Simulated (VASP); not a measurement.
LiCl:

```
Li Cl
1.0
     0.00000    2.63272    2.63272
     2.63272    0.00000    2.63272
     2.63272    2.63272    0.00000
Li Cl
1 1
Direct
  0.00000 0.00000 0.00000
  0.50000 0.50000 0.50000
```

This cell differs from its parent crystal: strain +3.0%.

Base run:

* Program: VASP 6.6.1
* Functional: r2SCAN
* Potentials or basis: VASP PAW PBE potentials, release 64 (Li_sv, Cl)
* Cutoff: 520 eV
* k mesh: 8 × 8 × 8
* Occupations: gaussian, width 0.01 eV
* Spin: no spin polarisation

Its results: band gap on the k mesh 6.85 eV, direct.

The run is repeated on the same cell with these changes: functional from r2SCAN to PBE; occupations from gaussian, width 0.01 eV to fermi-dirac, width 0.02 eV. What comes out?

Band gap on the k mesh 5.92 eV, direct.

A k mesh can miss the band edges.
